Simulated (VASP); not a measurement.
Crystal: TiClF.

```
CELL_PARAMETERS angstrom
2.04989 -3.02571 0.00000
2.04989 3.02571 0.00000
0.00000 0.00000 4.39328
ATOMIC_POSITIONS crystal
Ti 0.50000 0.50000 0.00000
Cl 0.50000 0.50000 0.50000
F 0.00000 0.00000 0.00000
```

The cell was built from a structure type or drawn by symmetry, and may not be a known phase.

| Item | Value |
| --- | --- |
| Program | VASP 6.6.1 |
| Task | relaxation of cell and atoms |
| Functional | PBE |
| Potentials or basis | VASP PAW PBE potentials, release 64 (Ti_sv, Cl, F) |
| Cutoff | 600 eV |
| k mesh | 6 × 6 × 4 |
| Occupations | gaussian, width 0.1 eV |
| Spin | collinear spin |
| Starting moments | [1.0, 0.0, 0.0] μB |

At the start: pressure 8.6 GPa; volume 18.17 Å³/atom.

Problem. How do energy, volume and symmetry change on relaxing?

Solution. Over 12 steps the energy falls by 126.4 meV/atom and the volume is 21.57 Å³/atom (+18.8 %); space group Cmmm (No. 65, to 0.1 Å) before and after; moment 1.98 μB per cell.

The path:
```csv
step,energy change (eV),largest force (eV/Å),pressure (GPa),volume (Å³)
1,0.0000,0.0000,8.57,54.50
2,-0.2285,0.0000,-3.97,62.10
3,-0.3449,0.0000,-0.63,58.92
4,-0.3516,0.0000,0.40,58.39
5,-0.3517,0.0000,0.48,58.34
6,-0.3545,0.0000,0.51,58.68
7,-0.3619,0.0000,0.58,59.69
8,-0.3720,0.0000,0.81,61.68
9,-0.3614,0.0000,1.58,65.53
10,-0.3742,0.0000,0.99,62.76
11,-0.3772,0.0000,0.60,63.45
12,-0.3791,0.0000,-0.10,64.72
```

Final structure:
```cif
data_structure
_symmetry_space_group_name_H-M 'P 1'
_symmetry_Int_Tables_number 1
_cell_length_a 3.9387
_cell_length_b 3.9387
_cell_length_c 4.7861
_cell_angle_alpha 90.000
_cell_angle_beta 90.000
_cell_angle_gamma 119.342
_cell_volume 64.72
loop_
_atom_site_label
_atom_site_type_symbol
_atom_site_fract_x
_atom_site_fract_y
_atom_site_fract_z
_atom_site_occupancy
Ti1 Ti 0.50000 0.50000 0.00000 1
Cl1 Cl 0.50000 0.50000 0.50000 1
F1 F 0.00000 0.00000 0.00000 1
```

Caveat: the volume moved by over 15 % at a fixed basis, so the end points are rough.
